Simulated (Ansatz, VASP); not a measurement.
**BaS: VASP beside Ansatz**

```
Ba S
1.0
     3.83376    0.00000    0.00000
     0.00000    3.83376    0.00000
     0.00000    0.00000    3.83376
Ba S
1 1
Cartesian
  0.0000 0.0000 0.0000
  1.9169 1.9169 1.9169
```

Alike in both runs: task single point; functional PBE0; k mesh 4 × 4 × 4; no spin polarisation.

```csv
,VASP,Ansatz
version,VASP 6.6.1,Ansatz 0.2.0
potentials or method,"VASP PAW PBE potentials, release 64 (Ba_sv, S)","plane waves, PAW"
plane-wave cutoff (eV),520,420
occupations,"gaussian, width 0.01 eV",fixed
valence electrons in the cell,16,16
```

VASP gave:

```
gap on the k mesh at the Fermi level (eV) : 3.06
pressure (GPa)                            : 0.3
```

Q: Estimate Ansatz's values.

A: gap on the k mesh at the Fermi level (eV): 3.15; pressure (GPa): -0.4.

Ansatz's warnings: stress exchange threshold loose, stress scf threshold loose.

Neither program's run includes spin-orbit coupling.
